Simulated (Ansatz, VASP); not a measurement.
# Co in VASP and in Ansatz

INCAR

```
PREC = Accurate
ENCUT = 520
EDIFF = 1E-6
ISMEAR = -1
SIGMA = 0.05
LREAL = False
LASPH = True
NELM = 150
ALGO = Normal
ISIF = 2
LWAVE = False
LCHARG = False
ISPIN = 2
MAGMOM = 1.714 1.714
LORBIT = 11
LMAXMIX = 4
GGA = RE
NBANDS = 20
```

The input KPOINTS:

```
Automatic mesh
0
Gamma
  23 23 13
```

File POSCAR:

```
Co
1.0
    2.4433861319      0.0000000000      0.0000000000
   -1.2216930659      2.1160344615      0.0000000000
    0.0000000000      0.0000000000      3.9449699652
Co
2
Direct
    0.3333333333      0.6666666667      0.2500000000
    0.6666666667      0.3333333333      0.7500000000
```

Input for Ansatz:

```yaml
crystal:
  lattice:
    - [2.4433861319, 0.0, 0.0]
    - [-1.2216930659, 2.1160344615, 0.0]
    - [0.0, 0.0, 3.9449699652]
  atoms:
    - { symbol: Co, position: [0.3333333333, 0.6666666667, 0.25], spin: 1.714 }
    - { symbol: Co, position: [0.6666666667, 0.3333333333, 0.75], spin: 1.714 }
hamiltonian:
  xc: revpbe
  pseudopotentials:
    kind: paw
    azcp:
      Co: "pseudopotentials/Co.paw.azcp"
basis:
  ecutwfc: 420
  fft_grid_basis: typed
kpoints:
  mp_grid: { grid: [23, 23, 13], shift: [0, 0, 0] }
magnetization:
  spin_polarized: true
scf:
  occupations: { method: fermi_dirac, width: 0.05 }
output:
  stress: true
```

Alike in both runs: task single point; functional revPBE; k mesh 23 × 23 × 13; occupations fermi-dirac, width 0.05 eV; collinear spin.

|  | VASP | Ansatz |
| --- | --- | --- |
| version | VASP 6.6.1 | Ansatz 0.2.0 |
| potentials or method | VASP PAW PBE potentials, release 64 (Co), cutoff 520 eV | plane waves (420 eV) with PAW, scalar-relativistic |
| valence electrons in the cell | 18 | 34 |

VASP gave:

* pressure (GPa): 19.0
* traceless stress, the component that is largest in VASP (GPa): 0.32
* net moment per atom (μB): 1.56
* size of the moment on the site where the two differ most (μB): 1.57

**Question.** Estimate Ansatz's values.

**Answer.** Pressure (GPa): 20.1; traceless stress, the component that is largest in VASP (GPa): 0.41; net moment per atom (μB): 1.57; size of the moment on the site where the two differ most (μB): 1.64.

VASP's potentials were made for PBE, not for revPBE. Site moments also hang on the region over which each program counts them. VASP's potentials hold 18 valence electrons a cell and Ansatz's 34, so a difference there can come from the potentials and not from the codes.
